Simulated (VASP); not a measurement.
# Si2Ni (Fm-3m) in VASP: settings compared, part 2 of 2

VASP 6.6.1. The steps go on from the part before.

## (5) Single point, PBEsol, collinear spin, ferromagnetic start

Contents of POSCAR:

```
Si2Ni
1.0
    0.0000000000      2.7030000000      2.7030000000
    2.7030000000      0.0000000000      2.7030000000
    2.7030000000      2.7030000000      0.0000000000
Ni Si
1 2
Direct
    0.0000000000      0.0000000000      0.0000000000
    0.7500000000      0.7500000000      0.7500000000
    0.2500000000      0.2500000000      0.2500000000
```

Contents of INCAR.step1:

```
SYSTEM = Si2Ni
ALGO = Normal ; EDIFF = 1E-7
ENCUT = 520 ; GGA = PS
ISIF = 2 ; ISMEAR = -1
ISPIN = 2 ; LASPH = .TRUE.
LCHARG = .TRUE. ; LMAXMIX = 4
LREAL = .FALSE. ; LWAVE = .FALSE.
MAGMOM = 1 0 0 ; NBANDS = 20
NELM = 150 ; PREC = Accurate
SIGMA = 0.05
```

Contents of KPOINTS.step1:

```
k-points
0
G
  9 9 9
  0 0 0
```

Contents of INCAR.step2:

```
SYSTEM = Si2Ni
ALGO = Normal ; EDIFF = 1E-7
ENCUT = 520 ; GGA = PS
ICHARG = 11 ; ISIF = 2
ISMEAR = -5 ; ISPIN = 2
LASPH = .TRUE. ; LCHARG = .FALSE.
LMAXMIX = 4 ; LORBIT = 10
LREAL = .FALSE. ; LWAVE = .FALSE.
MAGMOM = 1 0 0 ; NBANDS = 20
NEDOS = 2001 ; NELM = 150
PREC = Accurate ; SIGMA = 0.05
```

Contents of KPOINTS.step2:

```
k-points
0
G
  14 14 14
  0 0 0
```

Potentials or basis: VASP PAW PBE potentials, release 64 (Ni, Si).

Run with:

```bash
$ cat potpaw_PBE.64/Ni/POTCAR potpaw_PBE.64/Si/POTCAR > POTCAR
$ cp INCAR.step1 INCAR
$ cp KPOINTS.step1 KPOINTS
$ mpirun -np 1 vasp_std > vasp.out
$ cp INCAR.step2 INCAR
$ cp KPOINTS.step2 KPOINTS
$ mpirun -np 1 vasp_std > vasp.out
```

OUTCAR:

```text
SYSTEM = Si2Ni
   EDIFF = 1E-7
   ENCUT = 520
   GGA = PS
   ICHARG = 11
   ISIF = 2
   ISMEAR = -5
   ISPIN = 2
   LASPH = .TRUE.
   LORBIT = 10
   LREAL = .FALSE.
   NELM = 150
   PREC = Accurate

 ion  position               nearest neighbor table
   1  0.000  0.000  0.000-   2 2.34   2 2.34   3 2.34   3 2.34   2 2.34   2 2.34   3 2.34   3 2.34

   2  0.750  0.750  0.750-   1 2.34   1 2.34   1 2.34   1 2.34   3 2.70   3 2.70   3 2.70   3 2.70
                             3 2.70   3 2.70
   3  0.250  0.250  0.250-   1 2.34   1 2.34   1 2.34   1 2.34   2 2.70   2 2.70   2 2.70   2 2.70
                             2 2.70   2 2.70

  LATTYP: Found a face centered cubic cell.
 ALAT       =     5.4060000000

  Lattice vectors:

 A1 = (   0.0000000000,   2.7030000000,   2.7030000000)
 A2 = (   2.7030000000,   0.0000000000,   2.7030000000)
 A3 = (   2.7030000000,   2.7030000000,   0.0000000000)

Analysis of symmetry for initial positions (statically):
=====================================================================
 Subroutine PRICEL returns:
 Original cell was already a primitive cell.

 Routine SETGRP: Setting up the symmetry group for a
 face centered cubic supercell.

 Subroutine GETGRP returns: Found 48 space group operations
 (whereof 48 operations were pure point group operations)
 out of a pool of 48 trial point group operations.

The static configuration has the point symmetry O_h .

Analysis of symmetry for dynamics (positions and initial velocities):
=====================================================================
 Subroutine PRICEL returns:
 Original cell was already a primitive cell.

 Routine SETGRP: Setting up the symmetry group for a
 face centered cubic supercell.

 Subroutine GETGRP returns: Found 48 space group operations
 (whereof 48 operations were pure point group operations)
 out of a pool of 48 trial point group operations.

The dynamic configuration has the point symmetry O_h .

Analysis of structural, dynamic, and magnetic symmetry:
=====================================================================
 Subroutine PRICEL returns:
 Original cell was already a primitive cell.

 Routine SETGRP: Setting up the symmetry group for a
 face centered cubic supercell.

 Subroutine GETGRP returns: Found 48 space group operations
 (whereof 48 operations were pure point group operations)
 out of a pool of 48 trial point group operations.

The overall configuration has the point symmetry O_h .

 Subroutine INISYM returns: Found 48 space group operations
 (whereof 48 operations are pure point group operations),
 and found     1 'primitive' translations

----------------------------------------------------------------------------------------

                                     Primitive cell

  volume of cell :      39.4974

  direct lattice vectors                    reciprocal lattice vectors
     0.000000000  2.703000000  2.703000000    -0.184979652  0.184979652  0.184979652
     2.703000000  0.000000000  2.703000000     0.184979652 -0.184979652  0.184979652
     2.703000000  2.703000000  0.000000000     0.184979652  0.184979652 -0.184979652
[... 80 lines left out ...]
   ISTART =      0    job   : 0-new  1-cont  2-samecut
   ICHARG =     11    charge: 1-file 2-atom 10-const
   ISPIN  =      2    spin polarized calculation?
   LNONCOLLINEAR =      F non collinear calculations
   LSORBIT =      F    spin-orbit coupling
   LASPH  =      T    aspherical Exc in radial PAW
   ENCUT  =  520.0 eV  38.22 Ry    6.18 a.u.   7.11  7.11  7.11*2*pi/ulx,y,z
   NELM   =    150;   NELMIN=  2; NELMDL=  0     # of ELM steps
   EDIFF  = 0.1E-06   stopping-criterion for ELM
   LREAL  =      F    real-space projection
   EDIFFG = 0.1E-05   stopping-criterion for IOM
   NSW    =      0    number of steps for IOM
   IBRION =     -1    ionic relax: 0-MD 1-quasi-New 2-CG
   NFREE  =      0    steps in history (QN), initial steepest desc. (CG)
   ISIF   =      2    stress and relaxation
   ISYM   =      2    0-nonsym 1-usesym 2-fastsym
   POTIM  = 0.5000    time-step for ionic-motion
   TEBEG  =    0.0;   TEEND  =   0.0 temperature during run
   PSTRESS=    0.0 pullay stress
   NELECT =      18.0000    total number of electrons
   NUPDOWN=      -1.0000    fix difference up-down
   EMIN   =  10.00;   EMAX   =-10.00  energy-range for DOS
   EFERMI =   0.00;   METHOD = LEGACY
   ISMEAR =    -5;   SIGMA  =   0.05  broadening in eV -4-tet -1-fermi 0-gaus
   EFERMI_NEDOS =   21; number of points for ismear=-14 and -15
   IALGO  =     38    algorithm
   IMIX   =      4    mixing-type and parameters
     AMIX     =   0.40;   BMIX     =  1.00
     AMIX_MAG =   1.60;   BMIX_MAG =  1.00
  volume/ion in A,a.u.               =      13.17        88.85
  Fermi-wavevector in a.u.,A,eV,Ry     =   1.259823  2.380721 21.594550  1.587155
  Thomas-Fermi vector in A             =   2.393364
   LORBIT       =     10    0 simple, 1 ext, 2 COOP (PROOUT), +10 PAW based schemes
   GGA     = PS    functional components
   LHFCALC =     F    Hartree Fock is set to
   AEXX    =    0.0000 exact exchange contribution
   IVDW    =     0    specifies the selected vdW correction
   LEPSILON=     F    determine dielectric tensor
   LRPA    =     F    only Hartree local field effects (RPA)
 spin polarized calculation
 Fermi weights with tetrahedron method with Bloechl corrections
  energy-cutoff  :      520.00
  volume of cell :       39.50
 maximum number of plane-waves:      1090

 number of electron      17.9999999 magnetization       0.0000183

 Free energy of the ion-electron system (eV)
  ---------------------------------------------------
  ext. energy  EPLUGINS =         0.00000000
  ---------------------------------------------------
  free energy    TOTEN  =       -18.98019960 eV

  energy without entropy =      -18.98019960  energy(sigma->0) =      -18.98019960

 E-fermi :  10.3805     XC(G=0): -11.6981

 val. band max:       10.5129262091   @ k =   0.2143   0.0000   0.0000
 cond. band min:      10.3288024293   @ k =   0.4286   0.2857   0.0000
 fundamental gap:     -0.1841237798
 Fermi energy:        10.3805187459

 spin component 1

 k-point     1 :       0.0000    0.0000    0.0000
  band No.  band energies     occupation
      1      -3.4909      1.00000
      2       5.1484      1.00000
      3       5.1484      1.00000
      4       5.1484      1.00000
      5       6.8444      1.00000
      6       6.8444      1.00000
[... 541 lines left out ...]
     19      23.4595      0.00000
     20      25.7538      0.00000

 [... further k-points ...]

 spin component 2

 k-point     1 :       0.0000    0.0000    0.0000
  band No.  band energies     occupation
      1      -3.4909      1.00000
      2       5.1484      1.00000
      3       5.1484      1.00000
      4       5.1484      1.00000
      5       6.8444      1.00000
      6       6.8444      1.00000
[... 541 lines left out ...]
     19      23.4595      0.00000
     20      25.7576      0.00000

 [... further k-points ...]

------------------------ aborting loop because EDIFF is reached ----------------------------------------

  FORCE on cell =-STRESS in cart. coord.  units (eV):
  Direction    XX          YY          ZZ          XY          YZ          ZX
  --------------------------------------------------------------------------------------
  -------------------------------------------------------------------------------------
  Total       -0.8927510     -0.8927510     -0.8927510      0.0000000      0.0000000      0.0000000
  in kB      -36.2136900    -36.2136900    -36.2136900      0.0000000      0.0000000      0.0000000
  external PRESSURE =     -36.2136900 kB  Pullay stress =       0.0000000 kB

 VOLUME and BASIS-vectors are now :
 -----------------------------------------------------------------------------
  energy-cutoff  :      520.00
  volume of cell :       39.50
      direct lattice vectors                 reciprocal lattice vectors
     0.000000000  2.703000000  2.703000000    -0.184979652  0.184979652  0.184979652
     2.703000000  0.000000000  2.703000000     0.184979652 -0.184979652  0.184979652
     2.703000000  2.703000000  0.000000000     0.184979652  0.184979652 -0.184979652

 POSITION                                       TOTAL-FORCE (eV/Angst)
 -----------------------------------------------------------------------------------
      0.00000      0.00000      0.00000        -0.000000     -0.000000     -0.000000
      4.05450      4.05450      4.05450        -0.000000     -0.000000      0.000000
      1.35150      1.35150      1.35150         0.000000      0.000000     -0.000000
 -----------------------------------------------------------------------------------
    total drift:                               -0.000000     -0.000000      0.000000

  FREE ENERGIE OF THE ION-ELECTRON SYSTEM (eV)
  ---------------------------------------------------
  free  energy   TOTEN  =       -18.9801996002 eV

  energy  without entropy=      -18.9801996002  energy(sigma->0) =      -18.98019960

 total charge

# of ion       s       p       d       tot
------------------------------------------
    1        0.565   0.809   8.452   9.826
    2        0.738   0.844   0.000   1.582
    3        0.738   0.844   0.000   1.582
--------------------------------------------------
tot          2.042   2.497   8.452  12.990

 magnetization (x)

# of ion       s       p       d       tot
------------------------------------------
    1       -0.000  -0.000  -0.000  -0.000
    2        0.000   0.000   0.000   0.000
    3        0.000   0.000   0.000   0.000
--------------------------------------------------
tot          0.000   0.000  -0.000  -0.000
```

Wall time 4.2 min (1 thread of Intel Xeon 8259CL, shared host); peak memory 0.25 GiB.

What came out:

```yaml
Net_moment: 0.00 μB per cell
Valence_electrons_inside_the_program's_atomic_spheres: Ni 9.83; Si 1.58
```

Caveat: the moments typed at the start vanished in this run; the PAW data sets were made with another functional, which shifts forces and pressure a little.

## (6) Single point, PBEsol+U, collinear spin, ferromagnetic start

POSCAR is that of step 5.

Contents of INCAR.step1:

```
  PREC = Accurate
  ENCUT = 520
  EDIFF = 1E-6
  ISMEAR = -1
  SIGMA = 0.05
  LREAL = F
  LASPH = T
  NELM = 150
  ALGO = Normal
  ISIF = 2
  LWAVE = F
  LCHARG = T
  ISPIN = 2
  MAGMOM = 1 0 0
  LMAXMIX = 4
  LDAU = T
  LDAUTYPE = 2
  LDAUL = 2 -1
  LDAUU = 4 0
  LDAUJ = 0 0
  LDAUPRINT = 1
  GGA = PS
  NBANDS = 20
```

Contents of KPOINTS.step1:

```
Automatic mesh
0
Gamma
  9 9 9
```

Contents of INCAR.step2:

```
  PREC = Accurate
  ENCUT = 520
  EDIFF = 1E-6
  ISMEAR = -5
  SIGMA = 0.05
  LREAL = F
  LASPH = T
  NELM = 150
  ALGO = Normal
  ISIF = 2
  LWAVE = F
  LCHARG = F
  ISPIN = 2
  MAGMOM = 1 0 0
  LORBIT = 11
  LMAXMIX = 4
  LDAU = T
  LDAUTYPE = 2
  LDAUL = 2 -1
  LDAUU = 4 0
  LDAUJ = 0 0
  LDAUPRINT = 1
  GGA = PS
  NBANDS = 20
  NEDOS = 1001
  ICHARG = 11
```

Contents of KPOINTS.step2:

```
Automatic mesh
0
Gamma
  14 14 14
```

Potentials or basis: VASP PAW PBE potentials, release 64 (Ni, Si).

Run with:

```bash
$ cat potpaw_PBE.64/Ni/POTCAR potpaw_PBE.64/Si/POTCAR > POTCAR
$ cp INCAR.step1 INCAR
$ cp KPOINTS.step1 KPOINTS
$ mpirun -np 1 vasp_std > vasp.out
$ cp INCAR.step2 INCAR
$ cp KPOINTS.step2 KPOINTS
$ mpirun -np 1 vasp_std > vasp.out
```

OUTCAR:

```text
PREC = Accurate
   ENCUT = 520
   EDIFF = 1E-6
   ISMEAR = -5
   LREAL = F
   LASPH = T
   NELM = 150
   ISIF = 2
   ISPIN = 2
   LORBIT = 11
   GGA = PS
   ICHARG = 11

 ion  position               nearest neighbor table
   1  0.000  0.000  0.000-   2 2.34   2 2.34   3 2.34   3 2.34   2 2.34   2 2.34   3 2.34   3 2.34

   2  0.750  0.750  0.750-   1 2.34   1 2.34   1 2.34   1 2.34   3 2.70   3 2.70   3 2.70   3 2.70
                             3 2.70   3 2.70
   3  0.250  0.250  0.250-   1 2.34   1 2.34   1 2.34   1 2.34   2 2.70   2 2.70   2 2.70   2 2.70
                             2 2.70   2 2.70

  LATTYP: Found a face centered cubic cell.
 ALAT       =     5.4060000000

  Lattice vectors:

 A1 = (   0.0000000000,   2.7030000000,   2.7030000000)
 A2 = (   2.7030000000,   0.0000000000,   2.7030000000)
 A3 = (   2.7030000000,   2.7030000000,   0.0000000000)

Analysis of symmetry for initial positions (statically):
=====================================================================
 Subroutine PRICEL returns:
 Original cell was already a primitive cell.

 Routine SETGRP: Setting up the symmetry group for a
 face centered cubic supercell.

 Subroutine GETGRP returns: Found 48 space group operations
 (whereof 48 operations were pure point group operations)
 out of a pool of 48 trial point group operations.

The static configuration has the point symmetry O_h .

Analysis of symmetry for dynamics (positions and initial velocities):
=====================================================================
 Subroutine PRICEL returns:
 Original cell was already a primitive cell.

 Routine SETGRP: Setting up the symmetry group for a
 face centered cubic supercell.

 Subroutine GETGRP returns: Found 48 space group operations
 (whereof 48 operations were pure point group operations)
 out of a pool of 48 trial point group operations.

The dynamic configuration has the point symmetry O_h .

[... 189 lines left out ...]

 number of electron      17.9999999 magnetization       0.0000456

 Free energy of the ion-electron system (eV)
  ---------------------------------------------------
  ext. energy  EPLUGINS =         0.00000000
  ---------------------------------------------------
  free energy    TOTEN  =       -16.58441817 eV

  energy without entropy =      -16.58441817  energy(sigma->0) =      -16.58441817

 E-fermi :  10.1431     XC(G=0): -11.6809

 val. band max:       10.4086777881   @ k =   0.2143   0.0000   0.0000
 cond. band min:      10.1571884013   @ k =  -0.4286   0.3571   0.0000
 fundamental gap:     -0.2514893868
 Fermi energy:        10.1430871599

 spin component 1

 k-point     1 :       0.0000    0.0000    0.0000
  band No.  band energies     occupation
      1      -3.5119      1.00000
      2       4.6807      1.00000
      3       4.6807      1.00000
      4       4.6807      1.00000
      5       6.1199      1.00000
      6       6.1199      1.00000
[... 1097 lines left out ...]
     19      23.4901      0.00000
     20      25.5386      0.00000

 [... further k-points ...]

------------------------ aborting loop because EDIFF is reached ----------------------------------------

  FORCE on cell =-STRESS in cart. coord.  units (eV):
  Direction    XX          YY          ZZ          XY          YZ          ZX
  --------------------------------------------------------------------------------------
  -------------------------------------------------------------------------------------
  Total       -1.5904688     -1.5904688     -1.5904688     -0.0000000     -0.0000000      0.0000000
  in kB      -64.5160269    -64.5160269    -64.5160269     -0.0000000     -0.0000000      0.0000000
  external PRESSURE =     -64.5160269 kB  Pullay stress =       0.0000000 kB

 VOLUME and BASIS-vectors are now :
 -----------------------------------------------------------------------------
  energy-cutoff  :      520.00
  volume of cell :       39.50
      direct lattice vectors                 reciprocal lattice vectors
     0.000000000  2.703000000  2.703000000    -0.184979652  0.184979652  0.184979652
     2.703000000  0.000000000  2.703000000     0.184979652 -0.184979652  0.184979652
     2.703000000  2.703000000  0.000000000     0.184979652  0.184979652 -0.184979652

 POSITION                                       TOTAL-FORCE (eV/Angst)
 -----------------------------------------------------------------------------------
      0.00000      0.00000      0.00000        -0.000000     -0.000000     -0.000000
      4.05450      4.05450      4.05450         0.000000      0.000000      0.000000
      1.35150      1.35150      1.35150        -0.000000     -0.000000     -0.000000
 -----------------------------------------------------------------------------------
    total drift:                                0.000000      0.000000      0.000000

  FREE ENERGIE OF THE ION-ELECTRON SYSTEM (eV)
  ---------------------------------------------------
  free  energy   TOTEN  =       -16.5844181731 eV

  energy  without entropy=      -16.5844181731  energy(sigma->0) =      -16.58441817

 total charge

# of ion       s       p       d       tot
------------------------------------------
    1        0.545   0.769   8.673   9.987
    2        0.742   0.834   0.000   1.576
    3        0.742   0.834   0.000   1.576
--------------------------------------------------
tot          2.029   2.436   8.673  13.139

 magnetization (x)

# of ion       s       p       d       tot
------------------------------------------
    1        0.000   0.000  -0.000  -0.000
    2       -0.000   0.000   0.000   0.000
    3       -0.000   0.000   0.000   0.000
--------------------------------------------------
tot         -0.000   0.000  -0.000  -0.000
```

OUTCAR.step1:

```text
PREC = Accurate
   ENCUT = 520
   EDIFF = 1E-6
   ISMEAR = -1
   LREAL = F
   LASPH = T
[... 1390 lines left out ...]
      0.00000      0.00000      0.00000         0.000000      0.000000     -0.000000
      4.05450      4.05450      4.05450         0.000000     -0.000000      0.000000
      1.35150      1.35150      1.35150        -0.000000      0.000000     -0.000000
 -----------------------------------------------------------------------------------
    total drift:                               -0.000000     -0.000000      0.000000

  FREE ENERGIE OF THE ION-ELECTRON SYSTEM (eV)
  ---------------------------------------------------
  free  energy   TOTEN  =       -16.5898847401 eV

  energy  without entropy=      -16.5816501891  energy(sigma->0) =      -16.58576746
```

Wall time 3.6 min (1 thread of Intel Xeon 8259CL, shared host); peak memory 0.25 GiB.

What came out:

* Net moment: 0.00 μB per cell
* Valence electrons inside the program's atomic spheres: Ni 9.99; Si 1.58

Levels at points of the mesh, in eV from the Fermi level:
Spin up:
```tsv
k point	band 7	band 8	band 9	band 10	band 11	band 12
(0.00, 0.00, 0.00)	-0.14	1.67	1.67	1.67	2.55	2.55
(0.50, 0.00, 0.00)	-3.80	-1.22	-1.22	1.75	1.75	1.87
(0.50, 0.50, 0.00)	-3.96	-3.74	-3.64	-0.57	1.38	7.91
```
Spin down:
```csv
k point,band 6,band 7,band 8,band 9,band 10,band 11,band 12,band 13
"(0.00, 0.00, 0.00)",-4.02,-0.14,1.67,1.67,1.67,2.55,2.55,2.55
"(0.50, 0.00, 0.00)",-3.80,-3.80,-1.22,-1.22,1.75,1.75,1.87,2.71
"(0.50, 0.50, 0.00)",-3.96,-3.96,-3.74,-3.64,-0.57,1.38,7.91,8.35
```

Eigenvalues of the final occupation matrices:
```tsv
site	spin	trace	eigenvalues
site 1 d	1	4.36	0.85 0.85 0.85 0.90 0.90
site 1 d	2	4.36	0.85 0.85 0.85 0.90 0.90
```

Caveat: the moments typed at the start vanished in this run; the PAW data sets were made with another functional, which shifts forces and pressure a little; the U is typed as a test and isn't derived for this compound. The state reached can hang on the start; a lower one may exist.

## (7) Overview

| level | U | k mesh for the DOS | occupations for the DOS | gap on the mesh (eV) | pressure (GPa) | moment (μB) |
| --- | --- | --- | --- | --- | --- | --- |
| PBEsol+U | Ni d U = 5.0 eV | - | - | none | -5.7 | 0.00 |
| PBEsol+U | Ni d U = 6.0 eV | - | - | none | -6.9 | 0.00 |
| PBEsol+U | Ni d U = 8.0 eV | - | - | none | -9.6 | 0.00 |
| PBEsol | - | 14 × 14 × 14 | tetrahedron | - | - | 0.00 |
| PBEsol+U | Ni d U = 4.0 eV | 14 × 14 × 14 | tetrahedron | - | - | 0.00 |

Alike in all rows: task single point; potentials or basis VASP PAW PBE potentials, release 64 (Ni, Si); spin collinear, ferromagnetic start; cell as given; k mesh 9 × 9 × 9; cutoff (eV) 520; smearing fermi-dirac 0.05 eV.

Caveats: the moments typed at the start vanished in this run; the PAW data sets were made with another functional, which shifts forces and pressure a little; the U is typed as a test and isn't derived for this compound (at least some runs); the cell stands under tension (at least some runs).

Total energies depend on the potentials used, so only differences within one code and one set of settings carry meaning.

The gap in the log of VASP goes by the Fermi energy; the results here count the filled bands.